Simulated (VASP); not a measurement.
Mg6F, 7 atoms in the cell. The cell holds a slab with vacuum, 7 atoms: a = 3.203 Å, b = 7.978 Å, c = 20.985 Å, α = 90.00°, β = 90.00°, γ = 101.58°. 

- Program: VASP 6.6.1
- Task: single point
- Functional: PBE
- Potentials or basis: VASP PAW PBE potentials, release 64 (Mg, F)
- Cutoff: 520 eV
- k mesh: 9 × 4 × 1
- Occupations: gaussian, width 0.1 eV
- Spin: no spin polarisation
- Dipole correction: yes
- Further INCAR settings: ALGO = Normal; EDIFF = 1e-06; NBANDS = 18

Potentials or basis: VASP PAW PBE potentials, release 64 (Mg, F).

Command:

```bash
$ cat potpaw_PBE.64/Mg/POTCAR potpaw_PBE.64/F/POTCAR > POTCAR
$ mpirun -np 1 vasp_std > vasp.out
```

Hardware: 1 thread of AMD EPYC 7R43 64-Core Processor (Zen 3), with other jobs on the host.

Task: Estimate the wall time of this run.

Result: Wall time 4 min on 1 thread of AMD EPYC 7R43 64-Core Processor (Zen 3), on a shared host, peak memory 0.54 GiB. Counts: scf iterations 27, k points 19.
